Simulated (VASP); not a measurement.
LiH:

```
CELL_PARAMETERS angstrom
0.00000 2.03250 2.03250
2.03250 0.00000 2.03250
2.03250 2.03250 0.00000
ATOMIC_POSITIONS crystal
Li 0.00000 0.00000 0.00000
H 0.50000 0.50000 0.50000
```

- Program: VASP 6.6.1
- Task: relaxation of cell and atoms
- Functional: PBEsol
- Potentials or basis: VASP PAW PBE potentials, release 64 (Li_sv, H)
- Cutoff: 600 eV
- k mesh: 10 × 10 × 10
- Occupations: gaussian, width 0.02 eV
- Spin: no spin polarisation

At the start: pressure -2.3 GPa; volume 8.40 Å³/atom.

Problem. Where does the relaxation end?

Solution. Over 4 steps the energy falls by 4.1 meV/atom and the volume is 7.84 Å³/atom (-6.6 %); space group Fm-3m (No. 225, to 0.05 Å).

The path:
```tsv
step	energy change (eV)	largest force (eV/Å)	pressure (GPa)	volume (Å³)
1	0.0000	0.0000	-2.26	16.79
2	-0.0036	0.0000	-1.74	16.51
3	-0.0081	0.0000	-0.17	15.76
4	-0.0082	0.0000	0.01	15.68
```

Final structure:
```
CELL_PARAMETERS angstrom
0.00000 1.98677 1.98677
1.98677 0.00000 1.98677
1.98677 1.98677 0.00000
ATOMIC_POSITIONS crystal
Li 0.00000 0.00000 0.00000
H 0.50000 0.50000 0.50000
```

Caveat: the cutoff is under 1.25 times the usual one of these potentials, so pressure, stress and relaxed cells hold a basis-set (Pulay) error; the PAW data sets were made with another functional, which shifts forces and pressure a little.
